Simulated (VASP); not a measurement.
Runs of VASP 6.6.1 on BaZrO3. The structure is that of space group Pm-3m (No. 221), or close to it. The cells are those of the table. 

```csv
task,level,spin,cell,k mesh,cutoff (eV),smearing,grid for exact exchange (PRECFOCK),share of exact exchange,screening parameter,gap on the mesh (eV),pressure (GPa),relaxed volume (Å³/atom)
single point,PBE,off,"a = 4.227 Å, 5 atoms",6 × 6 × 6,520,fermi-dirac 0.02 eV,-,-,-,3.13,(a),-
relaxation of cell and atoms,PBEsol,off,"relaxed from a = 4.227 Å, 5 atoms",6 × 6 × 6,600,fermi-dirac 0.02 eV,-,-,-,3.11,0.0,14.71
relaxation of cell and atoms,PBE,off,"relaxed from a = 4.191 Å, 5 atoms",6 × 6 × 6,600,fermi-dirac 0.02 eV,-,-,-,3.12,0.0,15.19
single point,PBE,"non-collinear, zero start, SOC","a = 4.205 Å, 5 atoms",6 × 6 × 6,520,gaussian 0.01 eV,-,-,-,-,(c),-
single point,HSE06,off,"a = 4.205 Å, 5 atoms",4 × 4 × 4,520,gaussian 0.01 eV,Fast,0.25,0.2079 1/Å,4.64,(b),-
```

Alike in all rows: potentials or basis VASP PAW PBE potentials, release 64 (Ba_sv, Zr_sv, O).

Task: Estimate the missing entries.

Result: (a) 0.9; (b) -0.5; (c) 3.4.

Caveats: spin-orbit coupling is left out, which moves the levels of the heavy elements (at least some runs); the PAW data sets were made with another functional, which shifts forces and pressure a little (at least some runs); the cell stands under pressure (at least some runs).

A k mesh can miss the band edges, and rows without SOC leave out spin-orbit coupling on Ba, Zr.
